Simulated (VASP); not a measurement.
# TiTe2 in VASP: notebook

Runs on TiTe2. Level: PBEsol. Tasks: relaxation of shape and atoms at fixed volume, relaxation of cell and atoms, single point.

All numbers are computed with VASP 6.6.1; they aren't measurements. Logs are shortened: lines on timing, memory, paths and dates and some standing lists are left out, and cuts for length are marked.

**1. The cell of the first run**

It takes space group P-3m1 (No. 164, trigonal). The conventional cell has a = 3.734 Å, b = 3.734 Å, c = 6.563 Å, α = 90.00°, β = 90.00°, γ = 120.00°. Within 3.8 Å of Ti (site symmetry -3m) lie 6 Te at 2.77 Å and 6 Ti at 3.73 Å. Within 3.8 Å of Te (site symmetry 3m) lie 3 Ti at 2.77 Å and 9 Te at 3.73 to 3.77 Å.

**2. Relaxation of shape and atoms at fixed volume, PBEsol (26.41 Å³/atom)**

INCAR

```
PREC     = Accurate       # precision mode
ENCUT    = 600            # plane-wave cutoff, eV
EDIFF    = 1E-7           # SCF threshold, eV
ISMEAR   = 0              # smearing method
SIGMA    = 0.05           # smearing width, eV
LREAL    = False          # projectors in reciprocal space
LASPH    = True           # aspherical terms in the spheres
NELM     = 100            # most SCF steps
ALGO     = Normal         # electronic algorithm
ISIF     = 4              # what is computed and relaxed
LWAVE    = False          # write WAVECAR
LCHARG   = False          # write CHGCAR
GGA      = PS             # functional
IBRION   = 2              # ionic algorithm
NSW      = 60             # ionic steps
EDIFFG   = -0.01          # ionic threshold
```

KPOINTS

```
regular mesh
0
Gamma
  10 10 6
```

POSCAR

```
TiTe2
1.0
    3.7336205964      0.0000000000      0.0000000000
   -1.8668102982      3.2334102846      0.0000000000
    0.0000000000      0.0000000000      6.5628882045
Ti Te
1 2
Direct
    0.0000000000      0.0000000000      0.0000000000
    0.3333333333      0.6666666667      0.2643153644
    0.6666666667      0.3333333333      0.7356846356
```

Potentials or basis: VASP PAW PBE potentials, release 64 (Ti_sv, Te).

Launch:

```bash
$ cat potpaw_PBE.64/Ti_sv/POTCAR potpaw_PBE.64/Te/POTCAR > POTCAR
$ mpirun -np 1 vasp_std > vasp.out
```

OUTCAR:

```text
PREC = Accurate
   ENCUT = 600
   EDIFF = 1E-7
   ISMEAR = 0
   LREAL = False
   LASPH = True
   NELM = 100
   ISIF = 4
   GGA = PS
   IBRION = 2
   NSW = 60
   EDIFFG = -0.01

 ion  position               nearest neighbor table
   1  0.000  0.000  0.000-   2 2.77   3 2.77   3 2.77   2 2.77   3 2.77   2 2.77
   2  0.333  0.667  0.264-   1 2.77   1 2.77   1 2.77
   3  0.667  0.333  0.736-   1 2.77   1 2.77   1 2.77

  LATTYP: Found a hexagonal cell.
 ALAT       =     3.7336205964
 C/A-ratio  =     1.7577812301

  Lattice vectors:

 A1 = (   3.7336205964,   0.0000000000,   0.0000000000)
 A2 = (  -1.8668102982,   3.2334102846,   0.0000000000)
 A3 = (   0.0000000000,   0.0000000000,   6.5628882045)

Analysis of symmetry for initial positions (statically):
=====================================================================
 Subroutine PRICEL returns:
 Original cell was already a primitive cell.

 Routine SETGRP: Setting up the symmetry group for a
 hexagonal supercell.

 Subroutine GETGRP returns: Found 12 space group operations
 (whereof 12 operations were pure point group operations)
 out of a pool of 24 trial point group operations.

The static configuration has the point symmetry D_3d.

Analysis of symmetry for dynamics (positions and initial velocities):
=====================================================================
 Subroutine PRICEL returns:
 Original cell was already a primitive cell.

 Routine SETGRP: Setting up the symmetry group for a
 hexagonal supercell.

 Subroutine GETGRP returns: Found 12 space group operations
 (whereof 12 operations were pure point group operations)
 out of a pool of 24 trial point group operations.

The dynamic configuration has the point symmetry D_3d.

 Subroutine INISYM returns: Found 12 space group operations
 (whereof 12 operations are pure point group operations),
 and found     1 'primitive' translations

----------------------------------------------------------------------------------------

                                     Primitive cell

  volume of cell :      79.2293

  direct lattice vectors                    reciprocal lattice vectors
     3.733620596  0.000000000  0.000000000     0.267836534  0.154635495  0.000000000
    -1.866810298  3.233410285  0.000000000     0.000000000  0.309270990  0.000000000
     0.000000000  0.000000000  6.562888205     0.000000000  0.000000000  0.152371939

  length of vectors
     3.733620596  3.733620596  6.562888205     0.309270990  0.309270990  0.152371939

  position of ions in fractional coordinates (direct lattice)
     0.000000000  0.000000000  0.000000000
     0.333333333  0.666666667  0.264315364
     0.666666667  0.333333333  0.735684636

  ion indices of the primitive-cell ions
   primitive index   ion index
                 1           1
                 2           2
                 3           3

----------------------------------------------------------------------------------------

 KPOINTS: regular mesh

Automatic generation of k-mesh.
 Grid dimensions read from file:
 generate k-points for:   10   10    6

 Generating k-lattice:

  Cartesian coordinates                     Fractional coordinates (reciprocal lattice)
     0.026783653  0.015463550  0.000000000     0.100000000 -0.000000000  0.000000000
     0.000000000  0.030927099  0.000000000     0.000000000  0.100000000  0.000000000
     0.000000000  0.000000000  0.025395323     0.000000000  0.000000000  0.166666667

  Length of vectors
     0.030927099  0.030927099  0.025395323

  Shift w.r.t. Gamma in fractional coordinates (k-lattice)
     0.000000000  0.000000000  0.000000000

 Subroutine IBZKPT returns following result:
 ===========================================

 Found     72 irreducible k-points:

 Following reciprocal coordinates:
            Coordinates               Weight
  0.000000  0.000000  0.000000      1.000000
  0.100000  0.000000  0.000000      6.000000
  0.200000  0.000000  0.000000      6.000000
  0.300000  0.000000  0.000000      6.000000
  0.400000  0.000000  0.000000      6.000000
  0.500000  0.000000  0.000000      3.000000
[... 16 lines left out ...]
  0.000000  0.400000  0.166667      6.000000
  0.500000  0.000000  0.166667      6.000000
 [... further k-points ...]
   k-points           NKPTS =     72   k-points in BZ     NKDIM =     72   number of bands    NBANDS=     16
   number of dos      NEDOS =    301   number of ions     NIONS =      3
   total plane-waves  NPLWV =  48600
   dimension x,y,z NGX =    30 NGY =   30 NGZ =   54
   dimension x,y,z NGXF=    60 NGYF=   60 NGZF=  108
   ions per type =               1   2
   NGX,Y,Z   is equivalent  to a cutoff of  13.36, 13.36, 13.68 a.u.
   NGXF,Y,Z  is equivalent  to a cutoff of  26.72, 26.72, 27.36 a.u.
 SYSTEM =  unknown system
   PREC   = accura    normal or accurate (medium, high low for compatibility)
   ISTART =      0    job   : 0-new  1-cont  2-samecut
   ICHARG =      2    charge: 1-file 2-atom 10-const
   ISPIN  =      1    spin polarized calculation?
   LNONCOLLINEAR =      F non collinear calculations
   LSORBIT =      F    spin-orbit coupling
   LASPH  =      T    aspherical Exc in radial PAW
   ENCUT  =  600.0 eV  44.10 Ry    6.64 a.u.   7.46  7.46 13.11*2*pi/ulx,y,z
   NELM   =    100;   NELMIN=  2; NELMDL= -5     # of ELM steps
   EDIFF  = 0.1E-06   stopping-criterion for ELM
   LREAL  =      F    real-space projection
   EDIFFG = -.1E-01   stopping-criterion for IOM
   NSW    =     60    number of steps for IOM
   IBRION =      2    ionic relax: 0-MD 1-quasi-New 2-CG
   NFREE  =      1    steps in history (QN), initial steepest desc. (CG)
   ISIF   =      4    stress and relaxation
   ISYM   =      2    0-nonsym 1-usesym 2-fastsym
   POTIM  = 0.5000    time-step for ionic-motion
   TEBEG  =    0.0;   TEEND  =   0.0 temperature during run
   PSTRESS=    0.0 pullay stress
   NELECT =      24.0000    total number of electrons
   NUPDOWN=      -1.0000    fix difference up-down
   EMIN   =  10.00;   EMAX   =-10.00  energy-range for DOS
   EFERMI =   0.00;   METHOD = LEGACY
   ISMEAR =     0;   SIGMA  =   0.05  broadening in eV -4-tet -1-fermi 0-gaus
   EFERMI_NEDOS =   21; number of points for ismear=-14 and -15
   IALGO  =     38    algorithm
   IMIX   =      4    mixing-type and parameters
     AMIX     =   0.40;   BMIX     =  1.00
     AMIX_MAG =   1.60;   BMIX_MAG =  1.00
  volume/ion in A,a.u.               =      26.41       178.22
  Fermi-wavevector in a.u.,A,eV,Ry     =   1.099470  2.077696 16.447178  1.208833
  Thomas-Fermi vector in A             =   2.235865
   LORBIT       =      0    0 simple, 1 ext, 2 COOP (PROOUT), +10 PAW based schemes
   GGA     = PS    functional components
   LHFCALC =     F    Hartree Fock is set to
   AEXX    =    0.0000 exact exchange contribution
   IVDW    =     0    specifies the selected vdW correction
   LEPSILON=     F    determine dielectric tensor
   LRPA    =     F    only Hartree local field effects (RPA)
 conjugate gradient relaxation of ions
 non-spin polarized calculation
 Gauss-broadening in eV      SIGMA  =   0.05
  energy-cutoff  :      600.00
  volume of cell :       79.23
 maximum number of plane-waves:      2672
 NGX is ok and might be reduce to    30
   NGX = 15   NGY = 15   NGZ = 27

--------------------------------------- Ionic step        1  -------------------------------------------

 number of electron      24.0000002 magnetization

 Free energy of the ion-electron system (eV)
  ---------------------------------------------------
  ext. energy  EPLUGINS =         0.00000000
  ---------------------------------------------------
  free energy    TOTEN  =       -17.52912397 eV

  energy without entropy =      -17.52748590  energy(sigma->0) =      -17.52830494

------------------------ aborting loop because EDIFF is reached ----------------------------------------

  FORCE on cell =-STRESS in cart. coord.  units (eV):
  Direction    XX          YY          ZZ          XY          YZ          ZX
  --------------------------------------------------------------------------------------
  -------------------------------------------------------------------------------------
  Total       -0.9139637     -0.9139637     -0.9526474      0.0000000     -0.0000000      0.0000000
  in kB      -18.4821937    -18.4821937    -19.2644566      0.0000000     -0.0000000      0.0000000
  external PRESSURE =     -18.7429480 kB  Pullay stress =       0.0000000 kB

 VOLUME and BASIS-vectors are now :
 -----------------------------------------------------------------------------
  energy-cutoff  :      600.00
  volume of cell :       79.23
      direct lattice vectors                 reciprocal lattice vectors
     3.733620596  0.000000000  0.000000000     0.267836534  0.154635495  0.000000000
    -1.866810298  3.233410285  0.000000000     0.000000000  0.309270990  0.000000000
     0.000000000  0.000000000  6.562888205     0.000000000  0.000000000  0.152371939
[... 112 lines left out ...]
 POSITION                                       TOTAL-FORCE (eV/Angst)
 -----------------------------------------------------------------------------------
      1.86553      3.23119      6.57190         0.000000     -0.000000      0.000000
     -0.00000      2.15413      1.72034         0.000000      0.000000     -0.007112
      1.86553      1.07706      4.85155        -0.000000     -0.000000      0.007112
 -----------------------------------------------------------------------------------
    total drift:                               -0.000000      0.000000      0.000000

  FREE ENERGIE OF THE ION-ELECTRON SYSTEM (eV)
  ---------------------------------------------------
  free  energy   TOTEN  =       -17.5318186396 eV

  energy  without entropy=      -17.5300942967  energy(sigma->0) =      -17.53095647

--------------------------------------- Ionic step        5  -------------------------------------------

 number of electron      23.9999999 magnetization

 Free energy of the ion-electron system (eV)
  ---------------------------------------------------
  ext. energy  EPLUGINS =         0.00000000
  ---------------------------------------------------
  free energy    TOTEN  =       -17.53216072 eV

  energy without entropy =      -17.53074137  energy(sigma->0) =      -17.53145105

 E-fermi :   6.8515     XC(G=0): -10.0550

 val. band max:        6.8392759017   @ k =   0.4000   0.0000   0.0000
 cond. band min:       6.8672690385   @ k =   0.1000   0.0000   0.3333
 fundamental gap:      0.0279931368
 Fermi energy:         6.8515071921

 k-point     1 :       0.0000    0.0000    0.0000
  band No.  band energies     occupation
      1     -50.3307      2.00000
      2     -26.6926      2.00000
      3     -26.6926      2.00000
      4     -26.6568      2.00000
      5      -5.6769      2.00000
      6      -4.2535      2.00000
[... 8 lines left out ...]
     15       8.0860      0.00000
     16      10.0735      0.00000
[... 419 lines left out ...]
 k-point    24 :       0.5000    0.0000    0.1667
  band No.  band energies     occupation
      1     -50.3268      2.00000
      2     -26.7434      2.00000
      3     -26.7043      2.00000
      4     -26.6449      2.00000
      5      -3.8162      2.00000
      6      -3.6336      2.00000
[... 8 lines left out ...]
     15       8.4198      0.00000
     16       9.4519      0.00000

 [... further k-points ...]
[... 5 lines left out ...]
  --------------------------------------------------------------------------------------
  -------------------------------------------------------------------------------------
  Total       -0.5622852     -0.5622852     -0.6009064      0.0000000     -0.0000000      0.0000000
  in kB      -11.3705434    -11.3705434    -12.1515422      0.0000000     -0.0000000      0.0000000
  external PRESSURE =     -11.6308763 kB  Pullay stress =       0.0000000 kB

 VOLUME and BASIS-vectors are now :
 -----------------------------------------------------------------------------
  energy-cutoff  :      600.00
  volume of cell :       79.23
      direct lattice vectors                 reciprocal lattice vectors
     3.718612850  0.000000000  0.000000000     0.268917481  0.155259580  0.000000000
    -1.859306425  3.220413195  0.000000000     0.000000000  0.310519160  0.000000000
     0.000000000 -0.000000000  6.615968703     0.000000000 -0.000000000  0.151149445

 POSITION                                       TOTAL-FORCE (eV/Angst)
 -----------------------------------------------------------------------------------
      0.00000      0.00000      0.00000        -0.000000     -0.000000      0.000000
     -0.00000      2.14694      1.72682         0.000000      0.000000     -0.003562
      1.85931      1.07347      4.88915        -0.000000     -0.000000      0.003562
 -----------------------------------------------------------------------------------
    total drift:                                0.000000     -0.000000      0.000000

  FREE ENERGIE OF THE ION-ELECTRON SYSTEM (eV)
  ---------------------------------------------------
  free  energy   TOTEN  =       -17.5321607214 eV

  energy  without entropy=      -17.5307413724  energy(sigma->0) =      -17.53145105

 reached required accuracy - stopping structural energy minimisation
```

It took 2.6 min on 1 thread of Intel Xeon 6975P-C (Granite Rapids), shared host; peak memory 0.29 GiB.

Results:

```yaml
Free_energy: -17.5322 eV
Energy_gained_by_relaxing: 1.0 meV/atom
Ionic_steps: 5
Pressure_after_relaxing: -1.2 GPa
Largest_force_after_relaxing: 0.004 eV/Å
Band_gap_on_the_k_mesh: zero (bands 12 and 13 overlap by 0.79 eV)
```

Forces on the atoms (eV/Å):
```
Ti   0.000  0.000  0.000
Te   0.000  0.000 -0.004
Te   0.000  0.000  0.004
```

Step by step:
```csv
step,energy change (eV),largest force (eV/Å),pressure (GPa),volume (Å³)
1,0.0000,0.1498,-1.87,79.23
2,-0.0017,0.0821,-1.62,79.23
3,-0.0023,0.0089,-1.35,79.23
4,-0.0027,0.0071,-1.30,79.23
5,-0.0030,0.0036,-1.16,79.23
```

Final structure:
```cif
data_structure
_symmetry_space_group_name_H-M 'P 1'
_symmetry_Int_Tables_number 1
_cell_length_a 3.7186
_cell_length_b 3.7186
_cell_length_c 6.6160
_cell_angle_alpha 90.000
_cell_angle_beta 90.000
_cell_angle_gamma 120.000
_cell_volume 79.23
loop_
_atom_site_label
_atom_site_type_symbol
_atom_site_fract_x
_atom_site_fract_y
_atom_site_fract_z
_atom_site_occupancy
Ti1 Ti 0.00000 0.00000 0.00000 1
Te1 Te 0.33333 0.66667 0.26101 1
Te2 Te 0.66667 0.33333 0.73899 1
```

Levels at points of the mesh, in eV from the Fermi level:
```csv
k point,band 8,band 9,band 10,band 11,band 12,band 13,band 14,band 15,band 16
"(0.00, 0.00, 0.00)",-1.58,-1.58,0.24,0.33,0.42,0.42,1.23,1.23,3.22
"(0.50, 0.00, 0.00)",-3.90,-2.72,-2.47,-1.74,-1.00,-0.04,1.23,1.57,2.44
"(0.00, 0.00, 0.50)",-2.81,-1.52,-1.52,0.41,0.41,0.96,0.96,0.97,3.61
"(0.50, 0.00, 0.50)",-4.65,-2.52,-1.98,-1.10,-0.54,-0.37,1.23,1.56,2.73
```

Caveat: the PAW data sets were made with another functional, which shifts forces and pressure a little; spin-orbit coupling is left out, which moves the levels of the heavy elements; this functional lacks dispersion, which binds layers or chains, so the pressure and a relaxed spacing across them are unreliable.

**3. Relaxation of cell and atoms, PBEsol**

This run uses another cell than the first one, of 27.03 Å³/atom.

INCAR

```
PREC = Accurate
ENCUT = 600
EDIFF = 1E-6
ISMEAR = 0
SIGMA = 0.05
LREAL = False
LASPH = True
NELM = 60
ALGO = Normal
ISIF = 3
LWAVE = False
LCHARG = False
GGA = PS
IBRION = 2
NSW = 80
EDIFFG = -0.01
```

KPOINTS is that of step 2.

POSCAR

```
TiTe2
1.0
    3.8716992167      0.0000000000      0.0000000000
   -1.9358496083      3.3529898774      0.0000000000
    0.0000000000      0.0000000000      6.2458543967
Ti Te
1 2
Direct
    0.0000000000      0.0000000000      0.0000000000
    0.3333333333      0.6666666667      0.2520000000
    0.6666666667      0.3333333333      0.7480000000
```

Potentials or basis: VASP PAW PBE potentials, release 64 (Ti_sv, Te).

Launch:

```bash
$ cat potpaw_PBE.64/Ti_sv/POTCAR potpaw_PBE.64/Te/POTCAR > POTCAR
$ mpirun -np 1 vasp_std > vasp.out
```

Run time: 5.4 min. Hardware: 1 thread of Intel Xeon 6975P-C (Granite Rapids), shared host; peak memory 0.32 GiB.

Results (log left out):

* Free energy: -17.5446 eV
* Relaxed volume: 25.37 Å³/atom
* Relaxed cell: a = 3.694 Å, b = 3.694 Å, c = 6.441 Å, α = 90.00°, β = 90.00°, γ = 120.00°
* Space group after relaxing (to 0.1 Å): P-3m1 (No. 164)
* Energy gained by relaxing: 46.4 meV/atom
* Ionic steps: 14
* Pressure after relaxing: 0.0 GPa
* Band gap on the k mesh: zero (bands 12 and 13 overlap by 0.85 eV)

Step by step:
| step | energy change (eV) | largest force (eV/Å) | pressure (GPa) | volume (Å³) |
| --- | --- | --- | --- | --- |
| 1 | 0.0000 | 0.6486 | -0.25 | 81.08 |
| 2 | -0.0838 | 0.2881 | -1.06 | 80.54 |
| 3 | -0.1193 | 0.0870 | -1.89 | 79.87 |
| 4 | -0.1248 | 0.2650 | 1.78 | 75.31 |
| 5 | -0.1353 | 0.1075 | 0.03 | 77.29 |
| 6 | -0.1364 | 0.0703 | -0.02 | 77.09 |
| 7 | -0.1374 | 0.0135 | -0.12 | 76.63 |
| 8 | -0.1382 | 0.0021 | 0.06 | 76.29 |
| 9 | -0.1385 | 0.0265 | 0.36 | 75.74 |
| 10 | -0.1385 | 0.0203 | 0.29 | 75.88 |
| 11 | -0.1390 | 0.0181 | 0.02 | 76.02 |
| 12 | -0.1390 | 0.0217 | 0.02 | 76.03 |
| 13 | -0.1391 | 0.0113 | 0.01 | 76.07 |
| 14 | -0.1391 | 0.0017 | 0.02 | 76.10 |

Final structure:
```cif
data_structure
_symmetry_space_group_name_H-M 'P 1'
_symmetry_Int_Tables_number 1
_cell_length_a 3.6937
_cell_length_b 3.6937
_cell_length_c 6.4411
_cell_angle_alpha 90.000
_cell_angle_beta 90.000
_cell_angle_gamma 120.000
_cell_volume 76.10
loop_
_atom_site_label
_atom_site_type_symbol
_atom_site_fract_x
_atom_site_fract_y
_atom_site_fract_z
_atom_site_occupancy
Ti1 Ti 0.00000 0.00000 0.00000 1
Te1 Te 0.33333 0.66667 0.26800 1
Te2 Te 0.66667 0.33333 0.73200 1
```

Levels at points of the mesh, in eV from the Fermi level:
| k point | band 8 | band 9 | band 10 | band 11 | band 12 | band 13 | band 14 | band 15 | band 16 |
| --- | --- | --- | --- | --- | --- | --- | --- | --- | --- |
| (0.00, 0.00, 0.00) | -1.59 | -1.59 | 0.23 | 0.44 | 0.44 | 0.62 | 1.31 | 1.31 | 3.19 |
| (0.50, 0.00, 0.00) | -3.95 | -2.89 | -2.53 | -1.73 | -1.10 | -0.05 | 1.28 | 1.63 | 2.44 |
| (0.00, 0.00, 0.50) | -2.99 | -1.51 | -1.51 | 0.43 | 0.43 | 0.93 | 0.93 | 1.07 | 3.71 |
| (0.50, 0.00, 0.50) | -4.88 | -2.58 | -2.05 | -0.97 | -0.47 | -0.41 | 1.28 | 1.63 | 2.67 |

Caveat: the PAW data sets were made with another functional, which shifts forces and pressure a little; spin-orbit coupling is left out, which moves the levels of the heavy elements; this functional lacks dispersion, which binds layers or chains, so the pressure and a relaxed spacing across them are unreliable.

(Part 1 of 2 ends here.)

The gap in the log of VASP goes by the Fermi energy; the results here count the filled bands.